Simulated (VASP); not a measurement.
# FeO (P-6m2) in VASP: single point with PBE

Aim: the single point of FeO with PBE.

Program: VASP 6.6.1. These are calculated values, not measurements. Logs are shortened: lines on timing, memory, paths and dates and some standing lists are left out, and cuts for length are marked.

## Step 1: The cell of the first run

It takes space group P-6m2 (No. 187, hexagonal). The conventional cell has a = 2.853 Å, b = 2.853 Å, c = 2.763 Å, α = 90.00°, β = 90.00°, γ = 120.00°. Within 2.9 Å of Fe (site symmetry -6m2) lie 6 O at 2.15 Å and 8 Fe at 2.76 to 2.85 Å. Within 2.9 Å of O (site symmetry -6m2) lie 6 Fe at 2.15 Å and 8 O at 2.76 to 2.85 Å.

The cell was built from a structure type or drawn by symmetry, and may not be a known phase.

## Step 2: Single point, PBE, collinear spin, ferromagnetic start

Input file INCAR:

```
SYSTEM = FeO
PREC = Accurate
ENCUT = 600
EDIFF = 1E-6
ISMEAR = 0
SIGMA = 0.1
LREAL = .False.
LASPH = .True.
NELM = 200
ALGO = Normal
ISIF = 2
LWAVE = .False.
LCHARG = .True.
ISPIN = 2
MAGMOM = 3.78 0.42
LORBIT = 11
LMAXMIX = 4
GGA = PE
LELF = .True.
LVHAR = .True.
NBANDS = 22
GGA_COMPAT = .False.
```

Input file KPOINTS:

```
Automatic mesh
0
Gamma
  24 24 20
  0 0 0
```

Input file POSCAR:

```
FeO
1.0
    2.8532715637      0.0000000000      0.0000000000
   -1.4266357818      2.4710056581      0.0000000000
    0.0000000000      0.0000000000      2.7628874396
Fe O
1 1
Direct
    0.6666666667      0.3333333333      0.5000000000
    0.3333333333      0.6666666667      0.0000000000
```

Potentials or basis: VASP PAW PBE potentials, release 64 (Fe_sv, O).

Launch:

```sh
$ cat potpaw_PBE.64/Fe_sv/POTCAR potpaw_PBE.64/O/POTCAR > POTCAR
$ mpirun -np 1 vasp_std > vasp.out
```

OUTCAR:

```text
SYSTEM = FeO
   PREC = Accurate
   ENCUT = 600
   EDIFF = 1E-6
   ISMEAR = 0
   LREAL = .False.
   LASPH = .True.
   NELM = 200
   ISIF = 2
   ISPIN = 2
   LORBIT = 11
   GGA = PE

 ion  position               nearest neighbor table
   1  0.667  0.333  0.500-   2 2.15   2 2.15   2 2.15   2 2.15   2 2.15   2 2.15
   2  0.333  0.667  0.000-   1 2.15   1 2.15   1 2.15   1 2.15   1 2.15   1 2.15

  LATTYP: Found a hexagonal cell.
 ALAT       =     2.8532715637
 C/A-ratio  =     0.9683226352

  Lattice vectors:

 A1 = (   2.8532715637,   0.0000000000,   0.0000000000)
 A2 = (  -1.4266357818,   2.4710056581,   0.0000000000)
 A3 = (   0.0000000000,   0.0000000000,   2.7628874396)

Analysis of symmetry for initial positions (statically):
=====================================================================
 Subroutine PRICEL returns:
 Original cell was already a primitive cell.

 Routine SETGRP: Setting up the symmetry group for a
 hexagonal supercell.

 Subroutine GETGRP returns: Found 12 space group operations
 (whereof 12 operations were pure point group operations)
 out of a pool of 24 trial point group operations.

The static configuration has the point symmetry D_3h.

Analysis of symmetry for dynamics (positions and initial velocities):
=====================================================================
 Subroutine PRICEL returns:
 Original cell was already a primitive cell.

 Routine SETGRP: Setting up the symmetry group for a
 hexagonal supercell.

 Subroutine GETGRP returns: Found 12 space group operations
 (whereof 12 operations were pure point group operations)
 out of a pool of 24 trial point group operations.

The dynamic configuration has the point symmetry D_3h.

Analysis of structural, dynamic, and magnetic symmetry:
=====================================================================
 Subroutine PRICEL returns:
 Original cell was already a primitive cell.

 Routine SETGRP: Setting up the symmetry group for a
 hexagonal supercell.

 Subroutine GETGRP returns: Found 12 space group operations
 (whereof 12 operations were pure point group operations)
 out of a pool of 24 trial point group operations.

The overall configuration has the point symmetry D_3h.

 Subroutine INISYM returns: Found 12 space group operations
 (whereof 12 operations are pure point group operations),
 and found     1 'primitive' translations

----------------------------------------------------------------------------------------

                                     Primitive cell

  volume of cell :      19.4796

  direct lattice vectors                    reciprocal lattice vectors
     2.853271564  0.000000000  0.000000000     0.350474877  0.202346765  0.000000000
    -1.426635782  2.471005658  0.000000000     0.000000000  0.404693529  0.000000000
     0.000000000  0.000000000  2.762887440     0.000000000  0.000000000  0.361940188

  length of vectors
     2.853271564  2.853271564  2.762887440     0.404693529  0.404693529  0.361940188

  position of ions in fractional coordinates (direct lattice)
     0.666666667  0.333333333  0.500000000
     0.333333333  0.666666667  0.000000000

  ion indices of the primitive-cell ions
   primitive index   ion index
                 1           1
                 2           2

----------------------------------------------------------------------------------------

 KPOINTS: Automatic mesh

Automatic generation of k-mesh.
 Grid dimensions read from file:
 generate k-points for:   24   24   20

 Generating k-lattice:

  Cartesian coordinates                     Fractional coordinates (reciprocal lattice)
     0.014603120  0.008431115  0.000000000     0.041666667  0.000000000  0.000000000
     0.000000000  0.016862230  0.000000000     0.000000000  0.041666667  0.000000000
     0.000000000  0.000000000  0.018097009     0.000000000  0.000000000  0.050000000

  Length of vectors
     0.016862230  0.016862230  0.018097009

  Shift w.r.t. Gamma in fractional coordinates (k-lattice)
     0.000000000  0.000000000  0.000000000

 Subroutine IBZKPT returns following result:
 ===========================================

 Found    671 irreducible k-points:

 Following reciprocal coordinates:
            Coordinates               Weight
  0.000000  0.000000  0.000000      1.000000
  0.041667 -0.000000  0.000000      6.000000
  0.083333 -0.000000  0.000000      6.000000
  0.125000 -0.000000  0.000000      6.000000
  0.166667  0.000000  0.000000      6.000000
  0.208333  0.000000  0.000000      6.000000
[... 16 lines left out ...]
  0.416667  0.041667  0.000000     12.000000
  0.458333  0.041667  0.000000     12.000000
 [... further k-points ...]
   k-points           NKPTS =    671   k-points in BZ     NKDIM =    671   number of bands    NBANDS=     22
   number of dos      NEDOS =    301   number of ions     NIONS =      2
   total plane-waves  NPLWV =  13824
   dimension x,y,z NGX =    24 NGY =   24 NGZ =   24
   dimension x,y,z NGXF=    48 NGYF=   48 NGZF=   48
   ions per type =               1   1
   NGX,Y,Z   is equivalent  to a cutoff of  13.98, 13.98, 14.44 a.u.
   NGXF,Y,Z  is equivalent  to a cutoff of  27.97, 27.97, 28.88 a.u.
 SYSTEM =  FeO
   PREC   = accura    normal or accurate (medium, high low for compatibility)
   ISTART =      0    job   : 0-new  1-cont  2-samecut
   ICHARG =      2    charge: 1-file 2-atom 10-const
   ISPIN  =      2    spin polarized calculation?
   LNONCOLLINEAR =      F non collinear calculations
   LSORBIT =      F    spin-orbit coupling
   LASPH  =      T    aspherical Exc in radial PAW
   ENCUT  =  600.0 eV  44.10 Ry    6.64 a.u.   5.70  5.70  5.52*2*pi/ulx,y,z
   NELM   =    200;   NELMIN=  2; NELMDL= -5     # of ELM steps
   EDIFF  = 0.1E-05   stopping-criterion for ELM
   LREAL  =      F    real-space projection
   EDIFFG = 0.1E-04   stopping-criterion for IOM
   NSW    =      0    number of steps for IOM
   IBRION =     -1    ionic relax: 0-MD 1-quasi-New 2-CG
   NFREE  =      0    steps in history (QN), initial steepest desc. (CG)
   ISIF   =      2    stress and relaxation
   ISYM   =      2    0-nonsym 1-usesym 2-fastsym
   POTIM  = 0.5000    time-step for ionic-motion
   TEBEG  =    0.0;   TEEND  =   0.0 temperature during run
   PSTRESS=    0.0 pullay stress
   NELECT =      22.0000    total number of electrons
   NUPDOWN=      -1.0000    fix difference up-down
   EMIN   =  10.00;   EMAX   =-10.00  energy-range for DOS
   EFERMI =   0.00;   METHOD = LEGACY
   ISMEAR =     0;   SIGMA  =   0.10  broadening in eV -4-tet -1-fermi 0-gaus
   EFERMI_NEDOS =   21; number of points for ismear=-14 and -15
   IALGO  =     38    algorithm
   IMIX   =      4    mixing-type and parameters
     AMIX     =   0.40;   BMIX     =  1.00
     AMIX_MAG =   1.60;   BMIX_MAG =  1.00
  volume/ion in A,a.u.               =       9.74        65.73
  Fermi-wavevector in a.u.,A,eV,Ry     =   1.704861  3.221721 39.546040  2.906552
  Thomas-Fermi vector in A             =   2.784187
   LORBIT       =     11    0 simple, 1 ext, 2 COOP (PROOUT), +10 PAW based schemes
   GGA     = PE    functional components
   LHFCALC =     F    Hartree Fock is set to
   AEXX    =    0.0000 exact exchange contribution
   IVDW    =     0    specifies the selected vdW correction
   LEPSILON=     F    determine dielectric tensor
   LRPA    =     F    only Hartree local field effects (RPA)
 spin polarized calculation
 Gauss-broadening in eV      SIGMA  =   0.10
  energy-cutoff  :      600.00
  volume of cell :       19.48
 maximum number of plane-waves:       666
 NGX is ok and might be reduce to    24
   NGX = 11   NGY = 11   NGZ = 11

 number of electron      22.0000003 magnetization       3.9961748

 Free energy of the ion-electron system (eV)
  ---------------------------------------------------
  ext. energy  EPLUGINS =         0.00000000
  ---------------------------------------------------
  free energy    TOTEN  =       -15.11539190 eV

  energy without entropy =      -15.11464587  energy(sigma->0) =      -15.11501889

 E-fermi :   9.4587     XC(G=0): -12.7226

 val. band max:        9.4574244914   @ k =   0.0417  -0.0000   0.3500
 cond. band min:       9.4603052154   @ k =   0.0417   0.0417   0.5000
 fundamental gap:      0.0028807241
 Fermi energy:         9.4586666549

 spin component 1

 k-point     1 :       0.0000    0.0000    0.0000
  band No.  band energies     occupation
      1     -80.1432      1.00000
      2     -46.2154      1.00000
      3     -46.0963      1.00000
      4     -46.0963      1.00000
      5     -10.9160      1.00000
      6       4.4163      1.00000
[... 14 lines left out ...]
     21      35.1830      0.00000
     22      39.0408      0.00000

 k-point     2 :       0.0417   -0.0000    0.0000
  band No.  band energies     occupation
      1     -80.1430      1.00000
      2     -46.2151      1.00000
      3     -46.0972      1.00000
      4     -46.0964      1.00000
      5     -10.8985      1.00000
      6       4.3499      1.00000
[... 14 lines left out ...]
     21      35.1491      0.00000
     22      39.0188      0.00000

 k-point     3 :       0.0833   -0.0000    0.0000
  band No.  band energies     occupation
      1     -80.1425      1.00000
      2     -46.2147      1.00000
      3     -46.1016      1.00000
      4     -46.0972      1.00000
      5     -10.8470      1.00000
      6       4.1633      1.00000
[... 14 lines left out ...]
     21      35.0619      0.00000
     22      38.9548      0.00000
[... 476 lines left out ...]
 k-point    23 :       0.4167    0.0417    0.0000
  band No.  band energies     occupation
      1     -80.1343      1.00000
      2     -46.2053      1.00000
      3     -46.1759      1.00000
      4     -46.1168      1.00000
      5      -9.8022      1.00000
      6       1.5338      1.00000
[... 14 lines left out ...]
     21      37.2338      0.00000
     22      38.4732      0.00000

 k-point    24 :       0.4583    0.0417    0.0000
  band No.  band energies     occupation
      1     -80.1340      1.00000
      2     -46.2052      1.00000
      3     -46.1792      1.00000
      4     -46.1176      1.00000
      5      -9.7580      1.00000
      6       1.4466      1.00000
[... 14 lines left out ...]
     21      37.6578      0.00000
     22      38.4466      0.00000

 [... further k-points ...]

 spin component 2

 k-point     1 :       0.0000    0.0000    0.0000
  band No.  band energies     occupation
      1     -75.9638      1.00000
      2     -42.0648      1.00000
      3     -42.0648      1.00000
      4     -42.0238      1.00000
      5     -10.3079      1.00000
      6       5.9754      1.00000
[... 14 lines left out ...]
     21      36.2624      0.00000
     22      39.4239      0.00000

 k-point     2 :       0.0417   -0.0000    0.0000
  band No.  band energies     occupation
      1     -75.9636      1.00000
      2     -42.0661      1.00000
      3     -42.0650      1.00000
      4     -42.0235      1.00000
      5     -10.2898      1.00000
      6       5.8719      1.00000
[... 14 lines left out ...]
     21      36.2135      0.00000
     22      39.4409      0.00000

 k-point     3 :       0.0833   -0.0000    0.0000
  band No.  band energies     occupation
      1     -75.9631      1.00000
      2     -42.0715      1.00000
      3     -42.0660      1.00000
      4     -42.0231      1.00000
      5     -10.2364      1.00000
      6       5.5879      1.00000
[... 14 lines left out ...]
     21      36.0833      0.00000
     22      39.3937      0.00000
[... 476 lines left out ...]
 k-point    23 :       0.4167    0.0417    0.0000
  band No.  band energies     occupation
      1     -75.9532      1.00000
      2     -42.1634      1.00000
      3     -42.0898      1.00000
      4     -42.0115      1.00000
      5      -9.1485      1.00000
      6       2.2648      1.00000
[... 14 lines left out ...]
     21      37.6448      0.00000
     22      39.4077      0.00000

 k-point    24 :       0.4583    0.0417    0.0000
  band No.  band energies     occupation
      1     -75.9529      1.00000
      2     -42.1673      1.00000
      3     -42.0907      1.00000
      4     -42.0112      1.00000
      5      -9.1021      1.00000
      6       2.1641      1.00000
[... 14 lines left out ...]
     21      38.0160      0.00000
     22      39.3917      0.00000

 [... further k-points ...]
[... 5 lines left out ...]
  --------------------------------------------------------------------------------------
  -------------------------------------------------------------------------------------
  Total       -0.2843915     -0.2843915     -0.3034489     -0.0000000      0.0000000      0.0000000
  in kB      -23.3909110    -23.3909110    -24.9583619     -0.0000000      0.0000000      0.0000000
  external PRESSURE =     -23.9133946 kB  Pullay stress =       0.0000000 kB

 VOLUME and BASIS-vectors are now :
 -----------------------------------------------------------------------------
  energy-cutoff  :      600.00
  volume of cell :       19.48
      direct lattice vectors                 reciprocal lattice vectors
     2.853271564  0.000000000  0.000000000     0.350474877  0.202346765  0.000000000
    -1.426635782  2.471005658  0.000000000     0.000000000  0.404693529  0.000000000
     0.000000000  0.000000000  2.762887440     0.000000000  0.000000000  0.361940188

 POSITION                                       TOTAL-FORCE (eV/Angst)
 -----------------------------------------------------------------------------------
      1.42664      0.82367      1.38144         0.000000      0.000000      0.000000
     -0.00000      1.64734      0.00000        -0.000000      0.000000      0.000000
 -----------------------------------------------------------------------------------
    total drift:                               -0.000000      0.000000      0.000000

  FREE ENERGIE OF THE ION-ELECTRON SYSTEM (eV)
  ---------------------------------------------------
  free  energy   TOTEN  =       -15.1153918979 eV

  energy  without entropy=      -15.1146458723  energy(sigma->0) =      -15.11501889

 total charge

# of ion       s       p       d       tot
------------------------------------------
    1        2.110   6.006   5.484  13.600
    2        1.555   3.432   0.000   4.987
--------------------------------------------------
tot          3.665   9.438   5.484  18.587

 magnetization (x)

# of ion       s       p       d       tot
------------------------------------------
    1        0.009   0.008   3.448   3.464
    2        0.030   0.325   0.000   0.355
--------------------------------------------------
tot          0.039   0.333   3.448   3.819
```

Wall time 6 min (1 thread of AMD EPYC 9R45 (Zen 5), shared host); peak memory 0.53 GiB.

Results:

| Property | Result |
| --- | --- |
| Free energy | -15.1154 eV |
| Pressure | -2.4 GPa |
| Band gap on the k mesh | zero (filled and empty bands overlap) |
| Net moment | 4.00 μB per cell |
| Site moments | Fe +3.46; O +0.35 μB |
| Valence electrons inside the program's atomic spheres | Fe 13.60; O 4.99 |

Caveat: a cell with one magnetic atom can't hold antiferromagnetic order, which such compounds often take; semilocal functionals often make such compounds metallic where correlation or magnetic order opens a gap, which also shifts bond lengths.
